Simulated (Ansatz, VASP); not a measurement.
## One calculation of CsCaBr3, two programs

Contents of INCAR:

```
ALGO = Normal ; EDIFF = 1E-6
ENCUT = 520 ; ISIF = 2
ISMEAR = 0 ; LASPH = True
LCHARG = False ; LREAL = False
LWAVE = False ; NBANDS = 28
NELM = 60 ; PREC = Accurate
SIGMA = 0.01
```

The input KPOINTS:

```
k-points
0
Gamma
  3 3 3
```

Contents of POSCAR:

```
CsCaBr3
1.0
    5.7086660000      0.0000000000      0.0000000000
    0.0000000000      5.7086660000      0.0000000000
    0.0000000000      0.0000000000      5.7086660000
Cs Ca Br
1 1 3
Direct
    0.0000000000      0.0000000000      0.0000000000
    0.5000000000      0.5000000000      0.5000000000
    0.5000000000      0.0000000000      0.5000000000
    0.0000000000      0.5000000000      0.5000000000
    0.5000000000      0.5000000000      0.0000000000
```

Input for Ansatz:

```yaml
crystal:
  lattice:
    - [5.708666, 0.0, 0.0]
    - [0.0, 5.708666, 0.0]
    - [0.0, 0.0, 5.708666]
  atoms:
    - { symbol: Cs, position: [0.0, 0.0, 0.0] }
    - { symbol: Ca, position: [0.5, 0.5, 0.5] }
    - { symbol: Br, position: [0.5, 0.0, 0.5] }
    - { symbol: Br, position: [0.0, 0.5, 0.5] }
    - { symbol: Br, position: [0.5, 0.5, 0.0] }
kpoints:
  mp_grid:
    grid: [3, 3, 3]
hamiltonian:
  xc: lda
scf:
  occupations:
    method: fixed
output:
  eigenvalues: true
```

Alike in both runs: task single point; functional LDA; k mesh 3 × 3 × 3; no spin polarisation.

|  | VASP | Ansatz |
| --- | --- | --- |
| version | VASP 6.6.1 | Ansatz 0.2.0 |
| potentials or method | VASP PAW LDA potentials, release 64 (Cs_sv, Ca_sv, Br) | plane waves, PAW |
| plane-wave cutoff (eV) | 520 | 420 |
| occupations | gaussian, width 0.01 eV | fixed |
| valence electrons in the cell | 40 | 40 |

VASP gave:

| Item | Value |
| --- | --- |
| gap on the k mesh at the Fermi level (eV) | 4.25 |

Q: What did Ansatz give for the same quantities?

A: gap on the k mesh at the Fermi level (eV): 4.24.

LDA's correlation is that of Perdew and Zunger in VASP and of Perdew and Wang (1992) in Ansatz.

Spin-orbit coupling is off throughout.
